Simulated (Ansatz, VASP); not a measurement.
## One calculation of Y3Zr2F, two programs

```xyz
6
Lattice="-2.9048 2.9048 5.5483 2.9048 -2.9048 5.5483 2.9048 2.9048 -5.5483" Properties=species:S:1:pos:R:3 pbc="T T T"
Y     0.0000    0.0000    7.6266
Y     0.0000    0.0000    3.4700
Y     0.0000    0.0000    0.0000
Zr    0.0000    2.9048    2.7741
Zr    2.9048    0.0000    2.7741
F     0.0000    0.0000    5.5483
```

Alike in both runs: functional PBE; k mesh 4 × 4 × 4; occupations gaussian, width 0.1 eV; no spin polarisation.

Ansatz relaxed the structure, and its values are those at the end. VASP's run is a single point on that final structure, the one shown.

|  | VASP | Ansatz |
| --- | --- | --- |
| version | VASP 6.6.1 | Ansatz 0.2.0 |
| potentials or method | VASP PAW PBE potentials, release 64 (Y_sv, Zr_sv, F), cutoff 520 eV | scalar-relativistic, plane waves, PAW |
| valence electrons in the cell | 64 | 64 |

|  | VASP | Ansatz | Ansatz less VASP |
| --- | --- | --- | --- |
| gap on the k mesh at the Fermi level (eV) | none | none | - |
| pressure (GPa) | 0.1 | 0.1 | +0.05 |
| rms of the force components (eV/Å) | 0.008 | 0.002 | -0.0063 |

A gap of «none» marks a metal or a gap that the smearing closes.

The k mesh is coarse, so the values compare programs but aren't converged.
